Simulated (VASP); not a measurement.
Set up this calculation in VASP 6.6.1, as the native input.

| Item | Value |
| --- | --- |
| Task | relaxation of cell and atoms |
| Functional | PBE |
| Potentials or basis | VASP PAW PBE potentials, release 64 (Sm_3, Nb_sv), 4f in core |
| Cutoff | 500 eV |
| k mesh | 7 × 7 × 7 |
| Occupations | gaussian, width 0.2 eV |
| Spin | no spin polarisation |
| Dipole correction | no |
| Further INCAR settings | ALGO = Normal; EDIFF = 1e-07; IBRION = 2; EDIFFG = -0.08; NSW = 36; ISIF = 3 |

The structure of SmNb lies in POSCAR:

```
SmNb
1.0
   -1.8768133100      1.8768133100      3.5831988400
    1.8768133100     -1.8768133100      3.5831988400
    1.8768133100      1.8768133100     -3.5831988400
Sm Nb
1 1
Direct
    0.0000000000      0.0000000000      0.0000000000
    0.5000000000      0.5000000000      0.0000000000
```

The cell was generated, and may not be a known phase.

One way to write it, as run:

INCAR

```
ALGO     = Normal         # electronic algorithm
EDIFF    = 1E-7           # SCF threshold, eV
EDIFFG   = -0.08          # ionic threshold
ENCUT    = 500            # plane-wave cutoff, eV
GGA      = PE             # functional
GGA_COMPAT= F            
IBRION   = 2              # ionic algorithm
ISIF     = 3              # what is computed and relaxed
ISMEAR   = 0              # smearing method
LASPH    = T              # aspherical terms in the spheres
LCHARG   = F              # write CHGCAR
LMAXMIX  = 6              # l up to which the mixer works
LREAL    = F              # projectors in reciprocal space
LWAVE    = F              # write WAVECAR
NELM     = 200            # most SCF steps
NELMIN   = 4            
NSW      = 36             # ionic steps
PREC     = Accurate       # precision mode
SIGMA    = 0.2            # smearing width, eV
```

KPOINTS

```
k-points
0
Gamma
  7 7 7
```

Potentials or basis: VASP PAW PBE potentials, release 64 (Sm_3, Nb_sv), 4f in core.

Command:

```console
$ cat potpaw_PBE.64/Sm_3/POTCAR potpaw_PBE.64/Nb_sv/POTCAR > POTCAR
$ mpirun -np 1 vasp_std > vasp.out
```

It gave:

```json
{"Relaxed volume": "26.61 Å³/atom", "Relaxed cell": "a = 4.222 Å, b = 4.222 Å, c = 4.222 Å, α = 119.98°, β = 119.98°, γ = 90.04°", "Space group after relaxing (to 0.1 Å)": "Fm-3m (No. 225)", "Energy gained by relaxing": "506.1 meV/atom", "Ionic steps": "6", "Pressure after relaxing": "-0.4 GPa", "Band gap on the k mesh": "zero (bands 12 and 13 overlap by 1.79 eV)"}
```

Caveat: spin-orbit coupling is left out, which moves the levels of the heavy elements; the 4f electrons are frozen in the core, so they carry no moment and show no levels.

Wall time 4.3 min on 1 thread of Intel(R) Xeon(R) Platinum 8259CL CPU @ 2.50GHz (Skylake/Cascade Lake), with other jobs on the host, peak memory 0.23 GiB.
